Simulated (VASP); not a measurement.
The system is Ti3Al.

```xyz
4
Lattice="0.0000 2.9777 2.9777 2.9777 0.0000 2.9777 2.9777 2.9777 0.0000" Properties=species:S:1:pos:R:3 pbc="T T T"
Ti    4.4665    4.4665    4.4665
Ti    1.4888    1.4888    1.4888
Ti    0.0000    0.0000    0.0000
Al    2.9777    2.9777    2.9777
```

Base run:

- Program: VASP 6.6.1
- Functional: PBEsol
- Potentials or basis: VASP PAW PBE potentials, release 64 (Ti_sv, Al)
- Cutoff: 520 eV
- k mesh: 12 × 12 × 12
- Occupations: gaussian, width 0.15 eV
- Spin: collinear spin, ferromagnetic start
- Starting moments: [0.1, 0.1, 0.1, 0.0] μB
- Fixed moment: 0.3 μB

Its results: pressure 34.5 GPa; site moments Ti +0.04, +0.17; Al -0.00 μB.

Problem. The run is repeated on the same cell with these changes: fixed moment from 0.3 μB to 1.2 μB; moments at the start from [0.1, 0.1, 0.1, 0.0] to [0.4, 0.4, 0.4, 0.0]. What comes out?

Solution. Pressure 35.2 GPa; site moments Ti +0.17, +0.61; Al -0.00 μB.

Caveats: the PAW data sets were made with another functional, which shifts forces and pressure a little; the total moment is fixed, so each spin has its own Fermi level.
